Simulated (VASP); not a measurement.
Here is a VASP 6.6.1 calculation.

Contents of INCAR:

```
SYSTEM = SrTiO3
PREC = Accurate ; ENCUT = 520
EDIFF = 1E-6 ; ISMEAR = 0
SIGMA = 0.05 ; LREAL = .False.
LASPH = .True. ; NELM = 100
ALGO = Normal ; ISIF = 2
LWAVE = .False. ; LCHARG = .False.
GGA = PS ; NBANDS = 28
```

The input KPOINTS:

```
regular mesh
0
Gamma
  8 8 8
  0 0 0
```

The input POSCAR:

```
SrTiO3
1.0
    3.8913815400      0.0000000000      0.0000000000
    0.0000000000      3.8913815400      0.0000000000
    0.0000000000      0.0000000000      3.8913815400
Sr Ti O
1 1 3
Direct
    0.0339994257      0.0000000000      0.0000000000
    0.4794023842      0.5000000000      0.5000000000
   -0.0368839925      0.5000000000      0.5000000000
    0.4561542408      0.0000000000      0.5000000000
    0.4561542408      0.5000000000      0.0000000000
```

Potentials or basis: VASP PAW PBE potentials, release 64 (Sr_sv, Ti_sv, O).

Command:

```sh
$ cat potpaw_PBE.64/Sr_sv/POTCAR potpaw_PBE.64/Ti_sv/POTCAR potpaw_PBE.64/O/POTCAR > POTCAR
$ mpirun -np 1 vasp_std > vasp.out
```

(1) Estimate the pressure.

(2) What does it give for the largest force?

Answers

(1) 2.8 GPa.

(2) 0.973 eV/Å.

Caveat: the cell differs from its parent crystal (atoms displaced along a vibrational mode); the PAW data sets were made with another functional, which shifts forces and pressure a little.
